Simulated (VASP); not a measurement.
Runs of VASP 6.6.1 on CuO. The structure is that of space group Pm-3m (No. 221), or close to it. The cells are those of the table. 

```tsv
task	U	cell	gap on the mesh (eV)	pressure (GPa)	relaxed volume (Å³/atom)
relaxation of cell and atoms	Cu d U = 3.0 eV	relaxed from a = 2.553 Å, 2 atoms	none	0.0	9.04
single point	Cu d U = 8.0 eV	a = 2.677 Å, 2 atoms	none	(a)	-
single point	Cu d U = 4.0 eV	a = 2.651 Å, 2 atoms	none	(b)	-
relaxation of cell and atoms	Cu d U = 5.0 eV	relaxed from a = 2.553 Å, 2 atoms	none	0.0	9.03
single point	Cu d U = 1.0 eV	a = 2.639 Å, 2 atoms	none	-0.9	-
```

Alike in all rows: level PBE+U; potentials or basis VASP PAW PBE potentials, release 64 (Cu_sv_GW, O); no spin polarisation; k mesh 10 × 10 × 10; cutoff (eV) 820; smearing fermi-dirac 0.05 eV.

Q: Fill in the values left out.

A: (a) -7.3; (b) -3.4.

Caveats: an odd number of electrons without spin polarisation forces a metal; a magnetic or distorted state may lie lower; U without spin polarisation on a metal has little footing; the cell stands under tension (at least some runs).

A gap of «none» marks levels without a gap at the run's occupations.
